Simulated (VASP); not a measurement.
# Al3GaSb4 (I-42m) in VASP: a series of runs

Runs on Al3GaSb4. Level: PBE. Tasks: single point.

Everything below comes from runs of VASP 6.6.1. Logs are shortened: lines on timing, memory, paths and dates and some standing lists are left out, and cuts for length are marked.

### 1 The cell of the first run

Symmetry: I-42m, No. 121, tetragonal system. Conventional cell: a = 6.345 Å, b = 6.345 Å, c = 12.689 Å, α = 90.00°, β = 90.00°, γ = 90.00°. Within 3.6 Å of Al (site symmetry -42m) lie 4 Sb at 2.75 Å. Within 3.6 Å of Al (site symmetry -4) lie 4 Sb at 2.75 Å. Ga (site symmetry -42m) has 4 Sb at 2.75 Å within 3.6 Å. Sb (site symmetry m) has 3 Al at 2.75 Å and 1 Ga at 2.75 Å within 3.6 Å.

### 2 Single point, PBE (31.92 Å³/atom)

INCAR

```
SYSTEM = Al3GaSb4
  PREC = Accurate
  ENCUT = 520
  EDIFF = 1E-6
  ISMEAR = 0
  SIGMA = 0.02
  LREAL = .FALSE.
  LASPH = .TRUE.
  NELM = 100
  ALGO = Normal
  ISIF = 2
  LWAVE = .FALSE.
  LCHARG = .FALSE.
  GGA = PE
  NBANDS = 31
```

KPOINTS

```
Automatic mesh
0
G
  6 6 6
  0 0 0
```

POSCAR

```
Al3GaSb4
1.0
   -3.1722515520      3.1722515520      6.3446133001
    3.1722515520     -3.1722515520      6.3446133001
    3.1722515520      3.1722515520     -6.3446133001
Al Ga Sb
3 1 4
Direct
    0.5000000000      0.5000000000      0.0000000000
    0.2500000000      0.7500000000      0.5000000000
    0.7500000000      0.2500000000      0.5000000000
    0.0000000000      0.0000000000      0.0000000000
    0.6248126804      0.6248126804      0.4998677220
    0.1249449584      0.1249449584      0.5001322780
    0.8750550416      0.3751873196      0.0000000000
    0.3751873196      0.8750550416      0.0000000000
```

Potentials or basis: VASP PAW PBE potentials, release 64 (Al, Ga_d, Sb).

Launch:

```
$ cat potpaw_PBE.64/Al/POTCAR potpaw_PBE.64/Ga_d/POTCAR potpaw_PBE.64/Sb/POTCAR > POTCAR
$ mpirun -np 1 vasp_std > vasp.out
```

OUTCAR:

```text
SYSTEM = Al3GaSb4
   PREC = Accurate
   ENCUT = 520
   EDIFF = 1E-6
   ISMEAR = 0
   LREAL = .FALSE.
   LASPH = .TRUE.
   NELM = 100
   ISIF = 2
   GGA = PE

 ion  position               nearest neighbor table
   1  0.500  0.500  0.000-   5 2.75   6 2.75   7 2.75   8 2.75
   2  0.250  0.750  0.500-   5 2.75   6 2.75   8 2.75   7 2.75
   3  0.750  0.250  0.500-   5 2.75   6 2.75   7 2.75   8 2.75
   4  0.000  0.000  0.000-   6 2.75   7 2.75   8 2.75   5 2.75
   5  0.625  0.625  0.500-   2 2.75   3 2.75   1 2.75   4 2.75
   6  0.125  0.125  0.500-   2 2.75   3 2.75   1 2.75   4 2.75
   7  0.875  0.375  0.000-   2 2.75   3 2.75   1 2.75   4 2.75
   8  0.375  0.875  0.000-   3 2.75   2 2.75   1 2.75   4 2.75

  LATTYP: Found a body centered tetragonal cell.
 ALAT       =     6.3445031040
 C/A-ratio  =     2.0000347375

  Lattice vectors:

 A1 = (  -3.1722515520,   3.1722515520,   6.3446133001)
 A2 = (   3.1722515520,  -3.1722515520,   6.3446133001)
 A3 = (   3.1722515520,   3.1722515520,  -6.3446133001)

Analysis of symmetry for initial positions (statically):
=====================================================================
 Subroutine PRICEL returns:
 Original cell was already a primitive cell.

 Routine SETGRP: Setting up the symmetry group for a
 body centered tetragonal supercell.

 Subroutine GETGRP returns: Found  8 space group operations
 (whereof  8 operations were pure point group operations)
 out of a pool of 16 trial point group operations.

The static configuration has the point symmetry D_2d.

Analysis of symmetry for dynamics (positions and initial velocities):
=====================================================================
 Subroutine PRICEL returns:
 Original cell was already a primitive cell.

 Routine SETGRP: Setting up the symmetry group for a
 body centered tetragonal supercell.

 Subroutine GETGRP returns: Found  8 space group operations
 (whereof  8 operations were pure point group operations)
 out of a pool of 16 trial point group operations.

The dynamic configuration has the point symmetry D_2d.

 Subroutine INISYM returns: Found  8 space group operations
 (whereof  8 operations are pure point group operations),
 and found     1 'primitive' translations

----------------------------------------------------------------------------------------

                                     Primitive cell

  volume of cell :     255.3879

  direct lattice vectors                    reciprocal lattice vectors
[... 102 lines left out ...]
   NSW    =      0    number of steps for IOM
   IBRION =     -1    ionic relax: 0-MD 1-quasi-New 2-CG
   NFREE  =      0    steps in history (QN), initial steepest desc. (CG)
   ISIF   =      2    stress and relaxation
   ISYM   =      2    0-nonsym 1-usesym 2-fastsym
   POTIM  = 0.5000    time-step for ionic-motion
   TEBEG  =    0.0;   TEEND  =   0.0 temperature during run
   PSTRESS=    0.0 pullay stress
   NELECT =      42.0000    total number of electrons
   NUPDOWN=      -1.0000    fix difference up-down
   EMIN   =  10.00;   EMAX   =-10.00  energy-range for DOS
   EFERMI =   0.00;   METHOD = LEGACY
   ISMEAR =     0;   SIGMA  =   0.02  broadening in eV -4-tet -1-fermi 0-gaus
   EFERMI_NEDOS =   21; number of points for ismear=-14 and -15
   IALGO  =     38    algorithm
   IMIX   =      4    mixing-type and parameters
     AMIX     =   0.40;   BMIX     =  1.00
     AMIX_MAG =   1.60;   BMIX_MAG =  1.00
  volume/ion in A,a.u.               =      31.92       215.43
  Fermi-wavevector in a.u.,A,eV,Ry     =   0.896928  1.694949 10.945624  0.804481
  Thomas-Fermi vector in A             =   2.019449
   LORBIT       =      0    0 simple, 1 ext, 2 COOP (PROOUT), +10 PAW based schemes
   GGA     = PE    functional components
   LHFCALC =     F    Hartree Fock is set to
   AEXX    =    0.0000 exact exchange contribution
   IVDW    =     0    specifies the selected vdW correction
   LEPSILON=     F    determine dielectric tensor
   LRPA    =     F    only Hartree local field effects (RPA)
 non-spin polarized calculation
 Gauss-broadening in eV      SIGMA  =   0.02
  energy-cutoff  :      520.00
  volume of cell :      255.39
 maximum number of plane-waves:      6906
 NGX is ok and might be reduce to    60
   NGX = 29   NGY = 29   NGZ = 29

 number of electron      41.9999995 magnetization

 Free energy of the ion-electron system (eV)
  ---------------------------------------------------
  ext. energy  EPLUGINS =         0.00000000
  ---------------------------------------------------
  free energy    TOTEN  =       -31.89406591 eV

  energy without entropy =      -31.89406591  energy(sigma->0) =      -31.89406591

 E-fermi :   3.9933     XC(G=0):  -8.3544

 val. band max:        3.8730082975   @ k =   0.0000   0.0000   0.0000
 cond. band min:       4.3091826328   @ k =   0.0000   0.0000   0.0000
 fundamental gap:      0.4361743353
 Fermi energy:         3.9932916302

 k-point     1 :       0.0000    0.0000    0.0000
  band No.  band energies     occupation
      1     -10.7968      2.00000
      2     -10.7968      2.00000
      3     -10.7968      2.00000
      4     -10.7645      2.00000
      5     -10.7643      2.00000
      6      -6.4652      2.00000
[... 805 lines left out ...]
     30       7.4080      0.00000
     31       7.9996      0.00000

 [... further k-points ...]
[... 5 lines left out ...]
  --------------------------------------------------------------------------------------
  -------------------------------------------------------------------------------------
  Total       -3.7395103     -3.7395103     -3.7380299      0.0000000     -0.0000000      0.0000000
  in kB      -23.4598336    -23.4598336    -23.4505467      0.0000000     -0.0000000      0.0000000
  external PRESSURE =     -23.4567379 kB  Pullay stress =       0.0000000 kB

 VOLUME and BASIS-vectors are now :
 -----------------------------------------------------------------------------
  energy-cutoff  :      520.00
  volume of cell :      255.39
      direct lattice vectors                 reciprocal lattice vectors
    -3.172251552  3.172251552  6.344613300     0.000000000  0.157616756  0.078807009
     3.172251552 -3.172251552  6.344613300     0.157616756  0.000000000  0.078807009
     3.172251552  3.172251552 -6.344613300     0.157616756  0.157616756  0.000000000

 POSITION                                       TOTAL-FORCE (eV/Angst)
 -----------------------------------------------------------------------------------
      0.00000      0.00000      6.34461        -0.000000      0.000000     -0.000000
      3.17225      0.00000      3.17231         0.000000     -0.000000     -0.000000
      0.00000      3.17225      3.17231        -0.000000      0.000000     -0.000000
      0.00000      0.00000      0.00000         0.000000     -0.000000     -0.000000
      1.58571      1.58571      4.75692         0.004542      0.004542      0.002736
      1.58655      1.58655     -1.58769        -0.004542     -0.004542      0.002736
     -1.58571      1.58571      7.93230        -0.004542      0.004542     -0.002736
      1.58571     -1.58571      7.93230         0.004542     -0.004542     -0.002736
 -----------------------------------------------------------------------------------
    total drift:                               -0.000001     -0.000001      0.000001

  FREE ENERGIE OF THE ION-ELECTRON SYSTEM (eV)
  ---------------------------------------------------
  free  energy   TOTEN  =       -31.8940659095 eV

  energy  without entropy=      -31.8940659095  energy(sigma->0) =      -31.89406591
```

OSZICAR:

```text
N       E                     dE             d eps       ncg     rms          rms(c)
DAV:   1     0.211778595674E+03    0.21178E+03   -0.15591E+04  1940   0.119E+03
DAV:   2    -0.807822941530E+01   -0.21986E+03   -0.20927E+03  2055   0.241E+02
DAV:   3    -0.313104926368E+02   -0.23232E+02   -0.22720E+02  2292   0.782E+01
DAV:   4    -0.321140951302E+02   -0.80360E+00   -0.80135E+00  2322   0.153E+01
DAV:   5    -0.321363046351E+02   -0.22210E-01   -0.22206E-01  2577   0.259E+00    0.607E+00
DAV:   6    -0.319396555246E+02    0.19665E+00   -0.28674E-01  2447   0.370E+00    0.368E+00
DAV:   7    -0.318895908892E+02    0.50065E-01   -0.24550E-01  2170   0.192E+00    0.671E-01
DAV:   8    -0.318921533050E+02   -0.25624E-02   -0.22120E-02  2253   0.110E+00    0.166E-01
DAV:   9    -0.318935818188E+02   -0.14285E-02   -0.33455E-03  2296   0.363E-01    0.743E-02
DAV:  10    -0.318938375632E+02   -0.25574E-03   -0.24571E-04  2297   0.831E-02    0.287E-02
DAV:  11    -0.318940575045E+02   -0.21994E-03   -0.29383E-04  2091   0.654E-02    0.123E-02
DAV:  12    -0.318940649162E+02   -0.74117E-05   -0.10143E-05  2461   0.138E-02    0.494E-03
DAV:  13    -0.318940659095E+02   -0.99327E-06   -0.22305E-06  1870   0.607E-03
   1 F= -.31894066E+02 E0= -.31894066E+02  d E =-.221390E-19
```

stdout:

```text
POSCAR found type information on POSCAR AlGaSb
 POSCAR found :  3 types and       8 ions
 scaLAPACK will be used
 LDA part: xc-table for (Slater+PW92), standard interpolation
 POSCAR, INCAR and KPOINTS ok, starting setup
 FFT: planning ... GRIDC
 FFT: planning ... GRID_SOFT
 FFT: planning ... GRID
 WAVECAR not read
 entering main loop
```

It took 9.9 min on 1 thread of Intel Xeon 8259CL, shared host; peak memory 0.63 GiB.

Results:

* Free energy: -31.8941 eV
* Pressure: -2.3 GPa
* Largest force: 0.007 eV/Å
* Band gap on the k mesh: 0.44 eV

Forces in eV/Å, atoms in the order of the input:
```
Al   0.000  0.000  0.000
Al   0.000  0.000  0.000
Al   0.000  0.000  0.000
Ga   0.000  0.000  0.000
Sb   0.005  0.005  0.003
Sb  -0.005 -0.005  0.003
Sb  -0.005  0.005 -0.003
Sb   0.005 -0.005 -0.003
```

Levels at points of the mesh, in eV from the valence-band top:
| k point | band 17 | band 18 | band 19 | band 20 | band 21 | band 22 | band 23 | band 24 | band 25 | band 26 |
| --- | --- | --- | --- | --- | --- | --- | --- | --- | --- | --- |
| (0.00, 0.00, 0.00) | -2.02 | -2.02 | 0.00 | 0.00 | 0.00 | 0.44 | 1.38 | 1.40 | 2.98 | 2.98 |
| (0.50, 0.00, 0.00) | -1.82 | -1.75 | -1.73 | -1.01 | -0.95 | 2.16 | 2.58 | 2.78 | 2.82 | 3.00 |
| (0.50, 0.50, 0.00) | -0.92 | -0.88 | -0.85 | -0.84 | -0.83 | 0.60 | 1.06 | 2.25 | 2.31 | 3.65 |
| (0.50, 0.50, 0.50) | -2.01 | -1.31 | -1.31 | -1.25 | -1.25 | 1.04 | 1.40 | 1.40 | 1.54 | 1.67 |

Caveat: semilocal functionals underestimate gaps, and a narrow one can read as zero; spin-orbit coupling is left out, which moves the levels of the heavy elements. A k mesh can miss the band edges.

### 3 Single point, PBE (33.13 Å³/atom)

This run uses another cell than the first one, of 33.13 Å³/atom.

INCAR

```
ALGO = Normal ; EDIFF = 1E-7
ENCUT = 520 ; GGA = PE
ISIF = 2 ; ISMEAR = 0
LASPH = T ; LCHARG = T
LELF = T ; LREAL = F
LVHAR = T ; LWAVE = F
NBANDS = 31 ; NELM = 80
PREC = Accurate ; SIGMA = 0.02
```

KPOINTS

```
k-points
0
Gamma
  6 6 6
```

Changes to POSCAR since step 2:

```diff
@@ -2,5 +2,5 @@
 1.0
-   -3.1722515520      3.1722515520      6.3446133001
-    3.1722515520     -3.1722515520      6.3446133001
-    3.1722515520      3.1722515520     -6.3446133001
+   -3.2116624334      3.2116624334      6.4234364318
+    3.2116624334     -3.2116624334      6.4234364318
+    3.2116624334      3.2116624334     -6.4234364318
 Al Ga Sb
```

Potentials or basis: VASP PAW PBE potentials, release 64 (Al, Ga_d, Sb).

Launch:

```
$ cat potpaw_PBE.64/Al/POTCAR potpaw_PBE.64/Ga_d/POTCAR potpaw_PBE.64/Sb/POTCAR > POTCAR
$ mpirun -np 1 vasp_std > vasp.out
```

It took 13 min on 1 thread of Intel Xeon 8259CL, shared host; peak memory 0.61 GiB.

The run converged. Its results:

```
Free energy            : -31.7142 eV
Pressure               : -3.6 GPa
Largest force          : 0.009 eV/Å
Band gap on the k mesh : 0.19 eV
```

Forces on the atoms (eV/Å):
```
Al   0.000  0.000  0.000
Al   0.000  0.000  0.000
Al   0.000  0.000  0.000
Ga   0.000  0.000  0.000
Sb  -0.005 -0.005 -0.006
Sb   0.005  0.005 -0.006
Sb   0.005 -0.005  0.006
Sb  -0.005  0.005  0.006
```

Levels at points of the mesh, in eV from the valence-band top:
```tsv
k point	band 19	band 20	band 21	band 22	band 23	band 24
(0.00, 0.00, 0.00)	0.00	0.00	0.00	0.19	1.38	1.46
(0.50, 0.00, 0.00)	-1.65	-0.96	-0.91	2.07	2.51	2.73
(0.50, 0.50, 0.00)	-0.81	-0.81	-0.79	0.53	0.96	2.16
(0.50, 0.50, 0.50)	-1.24	-1.19	-1.19	1.05	1.45	1.45
```

Caveat: the cell stands under tension; semilocal functionals underestimate gaps, and a narrow one can read as zero; spin-orbit coupling is left out, which moves the levels of the heavy elements. A k mesh can miss the band edges.
